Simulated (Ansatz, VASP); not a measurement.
One calculation of GdN, two programs

The input INCAR:

```
ALGO = Normal
EDIFF = 1E-6
ENCUT = 520
GGA = PE
ISIF = 2
ISMEAR = 0
ISPIN = 2
LASPH = True
LCHARG = False
LDAU = True
LDAUJ = 0 0
LDAUL = 3 -1
LDAUPRINT = 1
LDAUTYPE = 2
LDAUU = 3 0
LMAXMIX = 6
LORBIT = 11
LREAL = False
LWAVE = False
MAGMOM = 7 7 0 0
NBANDS = 35
NELM = 150
PREC = Accurate
SIGMA = 0.05
```

KPOINTS

```
k-points
0
Gamma
  10 10 8
```

Contents of POSCAR:

```
GdN
1.0
    3.4370865006      0.0000000000      0.0000000000
   -1.7185432503      2.9766042245      0.0000000000
    0.0000000000      0.0000000000      5.9650669071
Gd N
2 2
Direct
    0.3333333333      0.6666666667      0.2500000000
    0.6666666667      0.3333333333      0.7500000000
    0.0000000000      0.0000000000      0.0000000000
    0.0000000000      0.0000000000      0.5000000000
```

Input for Ansatz:

```yaml
crystal:
  lattice:
    - [3.437086500586, 0.0, 0.0]
    - [-1.718543250293, 2.976604224512, 0.0]
    - [0.0, 0.0, 5.9650669071]
  atoms:
    - { symbol: Gd, position: [0.3333333333333, 0.6666666666667, 0.25], spin: 7.0 }
    - { symbol: Gd, position: [0.6666666666667, 0.3333333333333, 0.75], spin: 7.0 }
    - { symbol: "N", position: [0.0, 0.0, 0.0] }
    - { symbol: "N", position: [0.0, 0.0, 0.5] }
basis:
  ecutwfc: "550 eV"
  ecutrho_ratio: 4
kpoints:
  mp_grid: { grid: [10, 10, 8] }
hamiltonian:
  xc: pbe
  hubbard: { sites: [{ species: Gd, l: f, u_eff: 3.0 }], double_counting: fll }
scf:
  occupations: { method: gaussian, width: 0.05 }
  lower_state_search: light
output:
  forces: true
  stress: true
magnetization:
  spin_polarized: true
```

Alike in both runs: task single point; functional PBE; k mesh 10 × 10 × 8; occupations gaussian, width 0.05 eV; collinear spin; Hubbard terms Gd f U = 3.0 eV.

|  | VASP | Ansatz |
| --- | --- | --- |
| version | VASP 6.6.1 | Ansatz 0.2.0 |
| potentials or method | VASP PAW PBE potentials, release 64 (Gd, N), cutoff 520 eV | scalar-relativistic, plane waves, PAW |
| valence electrons in the cell | 46 | 46 |

```csv
,VASP,Ansatz,Ansatz less VASP
pressure (GPa),1.3,1.0,-0.24
"traceless stress, the component that is largest in VASP (GPa)",0.14,-0.06,-0.202
net moment per atom (μB),3.50,3.50,0.000
size of the moment on the site where the two differ most (μB),6.85,6.91,+0.060
```

Site moments also hang on the region over which each program counts them. The programs project onto different local orbitals, so the same U acts differently, and such runs can settle in different states. Ansatz's warnings: filled band counts differ across k points.

Neither program's run includes spin-orbit coupling.
